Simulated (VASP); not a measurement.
## Tc: single point with PBE

Crystal: Tc.

```
CELL_PARAMETERS angstrom
-1.52862 1.52862 1.52862
1.52862 -1.52862 1.52862
1.52862 1.52862 -1.52862
ATOMIC_POSITIONS crystal
Tc 0.00000 0.00000 0.00000
```

```yaml
Program: VASP 6.6.1
Task: single point
Functional: PBE
Potentials_or_basis: VASP PAW PBE potentials, release 64 (Tc_pv)
Cutoff: 520 eV
k_mesh: 20 × 20 × 20
Occupations: gaussian, width 0.05 eV
Spin: no spin polarisation
Dipole_correction: no
Further_INCAR_settings: ALGO = Normal; EDIFF = 1e-07; NBANDS = 12
```

```yaml
Pressure: 6.2 GPa
```

Levels at points of the mesh, in eV from the Fermi level:
```csv
k point,band 3,band 4,band 5,band 6,band 7,band 8,band 9,band 10
"(0.00, 0.00, 0.00)",-38.84,-7.97,-2.43,-2.43,-2.43,0.54,0.54,15.83
"(0.50, 0.00, 0.00)",-38.85,-6.19,-4.39,0.56,1.12,1.25,3.46,11.09
"(0.50, 0.50, 0.50)",-39.74,-6.34,-6.34,2.75,2.75,2.75,9.20,9.20
```

It took 21 s on 1 thread of Intel(R) Xeon(R) Platinum 8488C (Sapphire Rapids) (shared host), peak memory 0.15 GiB.
